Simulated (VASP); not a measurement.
# Y (Fd-3m) in VASP: further runs

The runs below take Y through single point, relaxation of cell and atoms, with PBE.

Program: VASP 6.6.1. These are calculated values, not measurements. Logs are shortened: lines on timing, memory, paths and dates and some standing lists are left out, and cuts for length are marked.

### 1 The cell of the first run

Symmetry: Fd-3m, No. 227, cubic system. The conventional cell has a = 5.183 Å, b = 5.183 Å, c = 5.183 Å, α = 90.00°, β = 90.00°, γ = 90.00°. Within 3.0 Å of Y (site symmetry -43m) lie 4 Y at 2.24 Å.

### 2 Single point, PBE

File INCAR:

```
SYSTEM = Y
PREC = Accurate
ENCUT = 520
EDIFF = 1E-6
ISMEAR = -1
SIGMA = 0.05
LREAL = .False.
LASPH = .True.
NELM = 60
ALGO = Normal
ISIF = 2
LWAVE = .False.
LCHARG = .False.
GGA = PE
NBANDS = 18
```

File KPOINTS:

```
regular mesh
0
Gamma
  12 12 12
  0 0 0
```

File POSCAR:

```
Y
1.0
    0.0000000000      2.5917220623      2.5917220623
    2.5917220623      0.0000000000      2.5917220623
    2.5917220623      2.5917220623      0.0000000000
Y
2
Direct
   -0.1250000000     -0.1250000000     -0.1250000000
    0.1250000000      0.1250000000      0.1250000000
```

Potentials or basis: VASP PAW PBE potentials, release 64 (Y_sv).

The run is started by

```sh
$ cat potpaw_PBE.64/Y_sv/POTCAR > POTCAR
$ mpirun -np 1 vasp_std > vasp.out
```

OUTCAR:

```text
SYSTEM = Y
   PREC = Accurate
   ENCUT = 520
   EDIFF = 1E-6
   ISMEAR = -1
   LREAL = .False.
   LASPH = .True.
   NELM = 60
   ISIF = 2
   GGA = PE

 ion  position               nearest neighbor table
   1  0.875  0.875  0.875-   2 2.24   2 2.24   2 2.24   2 2.24   2 4.30   2 4.30   2 4.30   2 4.30
                             2 4.30   2 4.30   2 4.30   2 4.30   2 4.30   2 4.30   2 4.30   2 4.30
   2  0.125  0.125  0.125-   1 2.24   1 2.24   1 2.24   1 2.24   1 4.30   1 4.30   1 4.30   1 4.30
                             1 4.30   1 4.30   1 4.30   1 4.30   1 4.30   1 4.30   1 4.30   1 4.30

  LATTYP: Found a face centered cubic cell.
 ALAT       =     5.1834441246

  Lattice vectors:

 A1 = (   0.0000000000,   2.5917220623,   2.5917220623)
 A2 = (   2.5917220623,   0.0000000000,   2.5917220623)
 A3 = (   2.5917220623,   2.5917220623,   0.0000000000)

Analysis of symmetry for initial positions (statically):
=====================================================================
 Subroutine PRICEL returns:
 Original cell was already a primitive cell.

 Routine SETGRP: Setting up the symmetry group for a
 face centered cubic supercell.

 Subroutine GETGRP returns: Found 48 space group operations
 (whereof 12 operations were pure point group operations)
 out of a pool of 48 trial point group operations.

The static configuration has the point symmetry D_3d.
 The point group associated with its full space group is O_h .

Analysis of symmetry for dynamics (positions and initial velocities):
=====================================================================
 Subroutine PRICEL returns:
 Original cell was already a primitive cell.

 Routine SETGRP: Setting up the symmetry group for a
 face centered cubic supercell.

 Subroutine GETGRP returns: Found 48 space group operations
 (whereof 12 operations were pure point group operations)
 out of a pool of 48 trial point group operations.

The dynamic configuration has the point symmetry D_3d.
 The point group associated with its full space group is O_h .

 Subroutine INISYM returns: Found 48 space group operations
 (whereof 12 operations are pure point group operations),
 and found     1 'primitive' translations

----------------------------------------------------------------------------------------

                                     Primitive cell

  volume of cell :      34.8173

  direct lattice vectors                    reciprocal lattice vectors
     0.000000000  2.591722062  2.591722062    -0.192921921  0.192921921  0.192921921
     2.591722062  0.000000000  2.591722062     0.192921921 -0.192921921  0.192921921
     2.591722062  2.591722062  0.000000000     0.192921921  0.192921921 -0.192921921

  length of vectors
     3.665248490  3.665248490  3.665248490     0.334150570  0.334150570  0.334150570

  position of ions in fractional coordinates (direct lattice)
     0.875000000  0.875000000  0.875000000
     0.125000000  0.125000000  0.125000000

  ion indices of the primitive-cell ions
   primitive index   ion index
                 1           1
                 2           2

----------------------------------------------------------------------------------------

 KPOINTS: regular mesh

Automatic generation of k-mesh.
 Grid dimensions read from file:
 generate k-points for:   12   12   12

 Generating k-lattice:

  Cartesian coordinates                     Fractional coordinates (reciprocal lattice)
    -0.016076827  0.016076827  0.016076827     0.083333333  0.000000000  0.000000000
     0.016076827 -0.016076827  0.016076827     0.000000000  0.083333333  0.000000000
     0.016076827  0.016076827 -0.016076827     0.000000000  0.000000000  0.083333333

  Length of vectors
     0.027845881  0.027845881  0.027845881

  Shift w.r.t. Gamma in fractional coordinates (k-lattice)
     0.000000000  0.000000000  0.000000000

 Subroutine IBZKPT returns following result:
 ===========================================

 Found     72 irreducible k-points:

 Following reciprocal coordinates:
            Coordinates               Weight
  0.000000  0.000000  0.000000      1.000000
  0.083333  0.000000  0.000000      8.000000
  0.166667  0.000000  0.000000      8.000000
  0.250000  0.000000  0.000000      8.000000
  0.333333  0.000000  0.000000      8.000000
  0.416667  0.000000  0.000000      8.000000
[... 16 lines left out ...]
  0.500000  0.166667  0.000000     24.000000
 -0.416667  0.166667  0.000000     24.000000
 [... further k-points ...]
   k-points           NKPTS =     72   k-points in BZ     NKDIM =     72   number of bands    NBANDS=     18
   number of dos      NEDOS =    301   number of ions     NIONS =      2
   total plane-waves  NPLWV =  21952
   dimension x,y,z NGX =    28 NGY =   28 NGZ =   28
   dimension x,y,z NGXF=    56 NGYF=   56 NGZF=   56
   ions per type =               2
   NGX,Y,Z   is equivalent  to a cutoff of  12.70, 12.70, 12.70 a.u.
   NGXF,Y,Z  is equivalent  to a cutoff of  25.40, 25.40, 25.40 a.u.
 SYSTEM =  Y
   PREC   = accura    normal or accurate (medium, high low for compatibility)
   ISTART =      0    job   : 0-new  1-cont  2-samecut
   ICHARG =      2    charge: 1-file 2-atom 10-const
   ISPIN  =      1    spin polarized calculation?
   LNONCOLLINEAR =      F non collinear calculations
   LSORBIT =      F    spin-orbit coupling
   LASPH  =      T    aspherical Exc in radial PAW
   ENCUT  =  520.0 eV  38.22 Ry    6.18 a.u.   6.81  6.81  6.81*2*pi/ulx,y,z
   NELM   =     60;   NELMIN=  2; NELMDL= -5     # of ELM steps
   EDIFF  = 0.1E-05   stopping-criterion for ELM
   LREAL  =      F    real-space projection
   EDIFFG = 0.1E-04   stopping-criterion for IOM
   NSW    =      0    number of steps for IOM
   IBRION =     -1    ionic relax: 0-MD 1-quasi-New 2-CG
   NFREE  =      0    steps in history (QN), initial steepest desc. (CG)
   ISIF   =      2    stress and relaxation
   ISYM   =      2    0-nonsym 1-usesym 2-fastsym
   POTIM  = 0.5000    time-step for ionic-motion
   TEBEG  =    0.0;   TEEND  =   0.0 temperature during run
   PSTRESS=    0.0 pullay stress
   NELECT =      22.0000    total number of electrons
   NUPDOWN=      -1.0000    fix difference up-down
   EMIN   =  10.00;   EMAX   =-10.00  energy-range for DOS
   EFERMI =   0.00;   METHOD = LEGACY
   ISMEAR =    -1;   SIGMA  =   0.05  broadening in eV -4-tet -1-fermi 0-gaus
   EFERMI_NEDOS =   21; number of points for ismear=-14 and -15
   IALGO  =     38    algorithm
   IMIX   =      4    mixing-type and parameters
     AMIX     =   0.40;   BMIX     =  1.00
     AMIX_MAG =   1.60;   BMIX_MAG =  1.00
  volume/ion in A,a.u.               =      17.41       117.48
  Fermi-wavevector in a.u.,A,eV,Ry     =   1.404809  2.654704 26.850941  1.973489
  Thomas-Fermi vector in A             =   2.527333
   LORBIT       =      0    0 simple, 1 ext, 2 COOP (PROOUT), +10 PAW based schemes
   GGA     = PE    functional components
   LHFCALC =     F    Hartree Fock is set to
   AEXX    =    0.0000 exact exchange contribution
   IVDW    =     0    specifies the selected vdW correction
   LEPSILON=     F    determine dielectric tensor
   LRPA    =     F    only Hartree local field effects (RPA)
 non-spin polarized calculation
  energy-cutoff  :      520.00
  volume of cell :       34.82
 maximum number of plane-waves:       960
   NGX = 13   NGY = 13   NGZ = 13

 number of electron      21.9999999 magnetization

 Free energy of the ion-electron system (eV)
  ---------------------------------------------------
  ext. energy  EPLUGINS =         0.00000000
  ---------------------------------------------------
  free energy    TOTEN  =        -4.38320212 eV

  energy without entropy =       -4.37791035  energy(sigma->0) =       -4.38055624

 E-fermi :   6.9786     XC(G=0): -12.0117

 val. band max:        6.9575288180   @ k =   0.5000   0.0000   0.0000
 cond. band min:       7.0132273953   @ k =   0.4167   0.3333   0.0000
 fundamental gap:      0.0556985773
 Fermi energy:         6.9785793103

 k-point     1 :       0.0000    0.0000    0.0000
  band No.  band energies     occupation
      1     -37.9118      2.00000
      2     -33.6013      2.00000
      3     -18.1613      2.00000
      4     -18.1613      2.00000
      5     -18.1613      2.00000
      6     -14.4053      2.00000
[... 10 lines left out ...]
     17      12.8571      0.00000
     18      17.3508      0.00000

 k-point     2 :       0.0833    0.0000    0.0000
  band No.  band energies     occupation
      1     -37.8667      2.00000
      2     -33.6725      2.00000
      3     -18.2067      2.00000
      4     -18.2067      2.00000
      5     -18.1610      2.00000
      6     -14.3566      2.00000
[... 10 lines left out ...]
     17      12.6712      0.00000
     18      17.4014      0.00000

 k-point     3 :       0.1667    0.0000    0.0000
  band No.  band energies     occupation
      1     -37.7360      2.00000
      2     -33.8735      2.00000
      3     -18.3238      2.00000
      4     -18.3238      2.00000
      5     -18.1688      2.00000
      6     -14.2079      2.00000
[... 10 lines left out ...]
     17      12.2858      0.00000
     18      17.9328      0.00000

 k-point     4 :       0.2500    0.0000    0.0000
  band No.  band energies     occupation
      1     -37.5348      2.00000
      2     -34.1686      2.00000
      3     -18.4697      2.00000
      4     -18.4697      2.00000
      5     -18.1978      2.00000
      6     -13.9692      2.00000
[... 10 lines left out ...]
     17      12.3509      0.00000
     18      17.9364      0.00000

 k-point     5 :       0.3333    0.0000    0.0000
  band No.  band energies     occupation
      1     -37.2953      2.00000
      2     -34.4998      2.00000
      3     -18.6028      2.00000
      4     -18.6028      2.00000
      5     -18.2438      2.00000
      6     -13.7368      2.00000
[... 10 lines left out ...]
     17      13.2062      0.00000
     18      17.5257      0.00000

 k-point     6 :       0.4167    0.0000    0.0000
  band No.  band energies     occupation
      1     -37.0796      2.00000
      2     -34.7812      2.00000
      3     -18.6937      2.00000
      4     -18.6937      2.00000
      5     -18.2859      2.00000
      6     -13.5914      2.00000
[... 10 lines left out ...]
     17      14.2784      0.00000
     18      16.9994      0.00000

 k-point     7 :       0.5000    0.0000    0.0000
  band No.  band energies     occupation
      1     -36.9869      2.00000
      2     -34.8977      2.00000
      3     -18.7258      2.00000
      4     -18.7258      2.00000
      5     -18.3029      2.00000
      6     -13.5395      2.00000
[... 10 lines left out ...]
     17      14.8701      0.00000
     18      15.4771      0.00000

 k-point     8 :       0.0833    0.0833    0.0000
  band No.  band energies     occupation
      1     -37.8514      2.00000
      2     -33.6964      2.00000
      3     -18.2672      2.00000
      4     -18.2672      2.00000
      5     -18.0627      2.00000
      6     -14.4726      2.00000
[... 10 lines left out ...]
     17      12.5590      0.00000
     18      17.2879      0.00000
[... 229 lines left out ...]
     17      12.0456      0.00000
     18      16.5467      0.00000

 k-point    20 :       0.2500    0.1667    0.0000
  band No.  band energies     occupation
      1     -37.5163      2.00000
      2     -34.1944      2.00000
      3     -18.6917      2.00000
      4     -18.6733      2.00000
      5     -17.6342      2.00000
      6     -14.7128      2.00000
[... 10 lines left out ...]
     17      12.0317      0.00000
     18      15.7873      0.00000

 k-point    21 :       0.3333    0.1667    0.0000
  band No.  band energies     occupation
      1     -37.2973      2.00000
      2     -34.4961      2.00000
      3     -18.8894      2.00000
      4     -18.7994      2.00000
      5     -17.5253      2.00000
      6     -14.6512      2.00000
[... 10 lines left out ...]
     17      12.6138      0.00000
     18      15.2980      0.00000

 k-point    22 :       0.4167    0.1667    0.0000
  band No.  band energies     occupation
      1     -37.0534      2.00000
      2     -34.8130      2.00000
      3     -19.0793      2.00000
      4     -18.8761      2.00000
      5     -17.4660      2.00000
      6     -14.5139      2.00000
[... 10 lines left out ...]
     17      13.4997      0.00000
     18      15.2077      0.00000

 k-point    23 :       0.5000    0.1667    0.0000
  band No.  band energies     occupation
      1     -36.8609      2.00000
      2     -35.0502      2.00000
      3     -19.2168      2.00000
      4     -18.8895      2.00000
      5     -17.4567      2.00000
      6     -14.3629      2.00000
[... 10 lines left out ...]
     17      13.6362      0.00000
     18      16.0756      0.00000

 k-point    24 :      -0.4167    0.1667    0.0000
  band No.  band energies     occupation
      1     -36.8325      2.00000
      2     -35.0843      2.00000
      3     -19.2702      2.00000
      4     -18.8378      2.00000
      5     -17.4905      2.00000
      6     -14.2599      2.00000
[... 10 lines left out ...]
     17      13.3756      0.00000
     18      14.8798      0.00000

 [... further k-points ...]
[... 5 lines left out ...]
  --------------------------------------------------------------------------------------
  -------------------------------------------------------------------------------------
  Total       17.5799445     17.5799445     17.5799445     -0.0000000      0.0000000     -0.0000000
  in kB      808.9707312    808.9707312    808.9707312     -0.0000000      0.0000000     -0.0000000
  external PRESSURE =     808.9707312 kB  Pullay stress =       0.0000000 kB

 VOLUME and BASIS-vectors are now :
 -----------------------------------------------------------------------------
  energy-cutoff  :      520.00
  volume of cell :       34.82
      direct lattice vectors                 reciprocal lattice vectors
     0.000000000  2.591722062  2.591722062    -0.192921921  0.192921921  0.192921921
     2.591722062  0.000000000  2.591722062     0.192921921 -0.192921921  0.192921921
     2.591722062  2.591722062  0.000000000     0.192921921  0.192921921 -0.192921921

 POSITION                                       TOTAL-FORCE (eV/Angst)
 -----------------------------------------------------------------------------------
      4.53551      4.53551      4.53551        -0.000000     -0.000000     -0.000000
      0.64793      0.64793      0.64793         0.000000      0.000000      0.000000
 -----------------------------------------------------------------------------------
    total drift:                                0.000000     -0.000000     -0.000000

  FREE ENERGIE OF THE ION-ELECTRON SYSTEM (eV)
  ---------------------------------------------------
  free  energy   TOTEN  =        -4.3832021243 eV

  energy  without entropy=       -4.3779103492  energy(sigma->0) =       -4.38055624
```

Wall time 42 s (1 thread of Intel Xeon Platinum 8259CL at 2.50GHz (Skylake/Cascade Lake), shared host); peak memory 0.19 GiB.

Results:

```yaml
Free_energy: -4.3832 eV
Pressure: 80.9 GPa
Band_gap_on_the_k_mesh: zero (band 11 reaches 7.27 eV, above the bottom of band 12 at 6.35 eV)
```

### 3 Single point, PBE

File INCAR:

```
PREC     = Accurate       # precision mode
ENCUT    = 520            # plane-wave cutoff, eV
EDIFF    = 1E-6           # SCF threshold, eV
ISMEAR   = -1             # smearing method
SIGMA    = 0.05           # smearing width, eV
LREAL    = False          # projectors in reciprocal space
LASPH    = True           # aspherical terms in the spheres
NELM     = 80             # most SCF steps
ALGO     = Normal         # electronic algorithm
ISIF     = 2              # what is computed and relaxed
LWAVE    = False          # write WAVECAR
LCHARG   = False          # write CHGCAR
GGA      = PE             # functional
NBANDS   = 18             # bands
```

File KPOINTS:

```
Automatic mesh
0
Gamma
  12 12 12
```

File POSCAR:

```
Y
1.0
    0.0000000000      2.5918214509      2.5918214509
    2.5918214509      0.0000000000      2.5918214509
    2.5918214509      2.5918214509      0.0000000000
Y
2
Direct
   -0.1250000000     -0.1250000000     -0.1250000000
    0.1250000000      0.1250000000      0.1250000000
```

Potentials or basis: VASP PAW PBE potentials, release 64 (Y_sv).

The run is started by

```sh
$ cat potpaw_PBE.64/Y_sv/POTCAR > POTCAR
$ mpirun -np 1 vasp_std > vasp.out
```

Wall time 41 s (1 thread of Intel Xeon Platinum 8259CL at 2.50GHz (Skylake/Cascade Lake), shared host); peak memory 0.2 GiB.

Results (log left out):

```yaml
Free_energy: -4.3852 eV
Pressure: 80.9 GPa
Band_gap_on_the_k_mesh: zero (band 11 reaches 7.27 eV, above the bottom of band 12 at 6.35 eV)
```

Levels at points of the mesh, in eV from the Fermi level:
```csv
k point,band 7,band 8,band 9,band 10,band 11,band 12,band 13,band 14,band 15,band 16
"(0.00, 0.00, 0.00)",-21.38,-21.38,-4.53,-2.13,-2.13,1.20,1.20,1.20,5.88,5.88
"(0.50, 0.00, 0.00)",-20.52,-20.36,-2.62,-1.68,-1.68,-0.63,-0.02,-0.02,4.60,7.89
"(0.50, 0.50, 0.00)",-19.51,-19.51,-3.84,-3.84,-0.03,-0.03,2.49,2.49,5.35,5.35
```

(Part 1 of 2 ends here.)
